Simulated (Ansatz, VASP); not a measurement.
**LiH in VASP and in Ansatz**

INCAR

```
SYSTEM = LiH
ALGO     = Normal         ! electronic algorithm
EDIFF    = 1E-6           ! SCF threshold, eV
ENCUT    = 750            ! plane-wave cutoff, eV
GGA      = PE             ! functional
GGA_COMPAT= .FALSE.      
ISIF     = 2              ! what is computed and relaxed
ISMEAR   = 0              ! smearing method
LASPH    = .TRUE.         ! aspherical terms in the spheres
LCHARG   = .FALSE.        ! write CHGCAR
LREAL    = .FALSE.        ! projectors in reciprocal space
LWAVE    = .FALSE.        ! write WAVECAR
NBANDS   = 9              ! bands
NELM     = 120            ! most SCF steps
PREC     = Accurate       ! precision mode
SIGMA    = 0.01           ! smearing width, eV
```

The input KPOINTS:

```
k-points
0
G
  10 10 10
  0 0 0
```

File POSCAR:

```
LiH
1.0
    0.0000000000      2.0035500260      2.0035500260
    2.0035500260      0.0000000000      2.0035500260
    2.0035500260      2.0035500260      0.0000000000
Li H
1 1
Direct
    0.0000000000      0.0000000000      0.0000000000
    0.5000000000      0.5000000000      0.5000000000
```

Input for Ansatz:

```yaml
crystal:
  lattice:
    - [0.0, 2.003550026, 2.003550026]
    - [2.003550026, 0.0, 2.003550026]
    - [2.003550026, 2.003550026, 0.0]
  atoms:
    - { symbol: Li, position: [0.0, 0.0, 0.0] }
    - { symbol: H, position: [0.5, 0.5, 0.5] }
basis:
  ecutwfc: 420
  xc_grid: 2
kpoints:
  mp_grid: { grid: [10, 10, 10] }
  band_path: { path: [VBM, CBM], npoints: 2 }
hamiltonian:
  xc: pbe
scf:
  occupations: { method: gaussian, width: 0.01 }
output:
  forces: true
  stress: true
  eigenvalues: true
```

Alike in both runs: task single point; functional PBE; k mesh 10 × 10 × 10; occupations gaussian, width 0.01 eV; no spin polarisation.

|  | VASP | Ansatz |
| --- | --- | --- |
| version | VASP 6.6.1 | Ansatz 0.2.0 |
| potentials or method | VASP PAW PBE potentials, release 64 (Li_sv, H), cutoff 750 eV | scalar-relativistic, plane waves, PAW |
| valence electrons in the cell | 4 | 4 |

VASP gave:

| Quantity | Value |
| --- | --- |
| gap on the k mesh at the Fermi level (eV) | 2.98 |
| least direct gap on the mesh (eV) | 2.98 |
| pressure (GPa) | -0.2 |

Problem. What did Ansatz give for the same quantities?

Solution. gap on the k mesh at the Fermi level (eV): 2.98; least direct gap on the mesh (eV): 2.98; pressure (GPa): 0.0.

With one functional, cell and mesh, what is left measures potentials, basis and numerics.
